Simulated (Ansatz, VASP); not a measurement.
**One calculation of TaN, two programs**

```
Ta N
1.0
     3.07937    0.00000    0.00000
    -1.53969    2.66682    0.00000
     0.00000    0.00000    4.93644
Ta N
2 2
Direct
  0.33333 0.66667 0.99923
  0.66667 0.33333 0.49923
  0.33333 0.66667 0.38077
  0.66667 0.33333 0.88077
```

Alike in both runs: task single point; functional PBE; k mesh 6 × 6 × 4; occupations gaussian, width 0.1 eV; no spin polarisation.

```csv
,VASP,Ansatz
version,VASP 6.6.1,Ansatz 0.2.0
potentials or method,"VASP PAW PBE potentials, release 64 (Ta_pv, N), cutoff 600 eV","scalar-relativistic, plane waves, PAW"
valence electrons in the cell,32,36
```

|  | VASP | Ansatz | Ansatz less VASP |
| --- | --- | --- | --- |
| gap on the k mesh at the Fermi level (eV) | none | none | - |
| rms of the force components (eV/Å) | 0.783 | 0.769 | -0.0145 |

Atom by atom the forces differ by 0.014 eV/Å (rms over components). A gap of «none» marks a metal or a gap that the smearing closes. VASP's potentials hold 32 valence electrons a cell and Ansatz's 36, so a difference there can come from the potentials and not from the codes.

The k mesh is coarse, so the values compare programs but aren't converged. Spin-orbit coupling is off throughout.
